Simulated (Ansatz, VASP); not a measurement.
**Ti in VASP and in Ansatz**

```
CELL_PARAMETERS angstrom
2.93908 0.00000 0.00000
-1.46954 2.54531 0.00000
0.00000 0.00000 4.65599
ATOMIC_POSITIONS crystal
Ti 0.33333 0.66667 0.25000
Ti 0.66667 0.33333 0.75000
```

Alike in both runs: task single point; functional PBE; k mesh 12 × 12 × 7; no spin polarisation.

```csv
,VASP,Ansatz
version,VASP 6.6.1,Ansatz 0.2.0
potentials or method,"VASP PAW PBE potentials, release 64 (Ti_sv), cutoff 520 eV","plane waves (420 eV) with PAW, scalar-relativistic"
occupations,"methfessel-paxton of order 1, width 0.03 eV","cold, width 0.03 eV"
valence electrons in the cell,24,24
```

Ansatz gave:

```
pressure (GPa) : -0.1
```

**Question.** Estimate VASP's values.

**Answer.** Pressure (GPa): -0.4.
